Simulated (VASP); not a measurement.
Here is a VASP 6.6.1 calculation.

Contents of INCAR:

```
SYSTEM = Au
PREC     = Accurate       ! precision mode
ENCUT    = 520            ! plane-wave cutoff, eV
EDIFF    = 1E-6           ! SCF threshold, eV
ISMEAR   = -1             ! smearing method
SIGMA    = 0.1            ! smearing width, eV
LREAL    = .False.        ! projectors in reciprocal space
LASPH    = .True.         ! aspherical terms in the spheres
NELM     = 100            ! most SCF steps
ALGO     = Normal         ! electronic algorithm
ISIF     = 2              ! what is computed and relaxed
LWAVE    = .False.        ! write WAVECAR
LCHARG   = .False.        ! write CHGCAR
GGA      = PE             ! functional
IVDW     = 12             ! dispersion correction
NBANDS   = 12             ! bands
```

File KPOINTS:

```
Automatic mesh
0
Gamma
  13 13 13
  0 0 0
```

Contents of POSCAR:

```
Au
1.0
    0.0000000000      2.0504053612      2.0504053612
    2.0504053612      0.0000000000      2.0504053612
    2.0504053612      2.0504053612      0.0000000000
Au
1
Direct
    0.0000000000      0.0000000000      0.0000000000
```

Potentials or basis: VASP PAW PBE potentials, release 64 (Au).

Command:

```console
$ cat potpaw_PBE.64/Au/POTCAR > POTCAR
$ mpirun -np 1 vasp_std > vasp.out
```

Question: What does it give for the dispersion energy per atom?

Answer: -0.658 eV.

Question: Predict the pressure.

Answer: -0.3 GPa.

Caveat: pairwise dispersion overbinds metals, which lowers pressure and volume.
